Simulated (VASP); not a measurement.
NaCl (e600): single point with PBE

NaCl (e600):

```xyz
2
Lattice="0.0000 2.8100 2.8100 2.8100 0.0000 2.8100 2.8100 2.8100 0.0000" Properties=species:S:1:pos:R:3 pbc="T T T"
Na    0.0000    0.0000    0.0000
Cl    2.8100    2.8100    2.8100
```

```json
{
  "Program": "VASP 6.6.1",
  "Task": "single point",
  "Functional": "PBE",
  "Potentials or basis": "VASP PAW PBE potentials, release 64 (Na_pv, Cl)",
  "Cutoff": "520 eV",
  "k mesh": "6 × 6 × 6",
  "Occupations": "gaussian, width 0.1 eV",
  "Spin": "no spin polarisation",
  "Dipole correction": "no",
  "Further INCAR settings": "ALGO = Normal; EDIFF = 1e-06; NBANDS = 14"
}
```

```yaml
Pressure: 1.0 GPa
Band_gap_on_the_k_mesh: 5.15 eV, direct
```

Levels at points of the mesh, in eV from the valence-band top:
```
           k point  band 3  band 4  band 5  band 6  band 7  band 8  band 9  band 10  band 11  band 12
(0.00, 0.00, 0.00)  -20.80  -12.68    0.00    0.00    0.00    5.15   11.13    11.13    11.13    13.31
(0.50, 0.00, 0.00)  -20.80  -12.34   -1.96   -0.27   -0.27    7.29   10.71    11.00    11.00    15.06
(0.50, 0.50, 0.00)  -20.81  -12.29   -1.69   -0.61   -0.61    7.57    8.07    11.40    14.87    14.87
```

Run time: 11 s on 1 thread of Intel(R) Xeon(R) Platinum 8259CL CPU @ 2.50GHz (Skylake/Cascade Lake), on a shared host, peak memory 0.16 GiB.

PBE gaps usually lie below the measured ones, often by a third to a half.
